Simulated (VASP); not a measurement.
SnSe, 4 atoms in the cell. It takes space group P6_3mc (No. 186, hexagonal). The conventional cell has a = 5.155 Å, b = 5.155 Å, c = 6.272 Å, α = 90.00°, β = 90.00°, γ = 120.00°. Sn (site symmetry 3m) has 5 Se at 2.88 to 3.39 Å within 3.8 Å. Se (site symmetry 3m) has 5 Sn at 2.88 to 3.39 Å within 3.8 Å. 

```yaml
Program: VASP 6.6.1
Task: single point
Functional: PBE
Potentials_or_basis: VASP PAW PBE potentials, release 64 (Sn_d, Se)
Cutoff: 520 eV
k_mesh: 6 × 6 × 4
Occupations: gaussian, width 0.01 eV
Spin: no spin polarisation
Dipole_correction: no
Further_INCAR_settings: ALGO = Normal; EDIFF = 1e-06; NBANDS = 28
```

Potentials or basis: VASP PAW PBE potentials, release 64 (Sn_d, Se).

Launch:

```sh
$ cat potpaw_PBE.64/Sn_d/POTCAR potpaw_PBE.64/Se/POTCAR > POTCAR
$ mpirun -np 1 vasp_std > vasp.out
```

Hardware: 1 thread of AMD EPYC 7R43 64-Core Processor (Zen 3), on a shared host.

Q: Estimate the wall time of this run.

A: It took 3.2 min on 1 thread of AMD EPYC 7R43 64-Core Processor (Zen 3) (shared host), peak memory 0.25 GiB. Counts: scf iterations 14, k points 21.
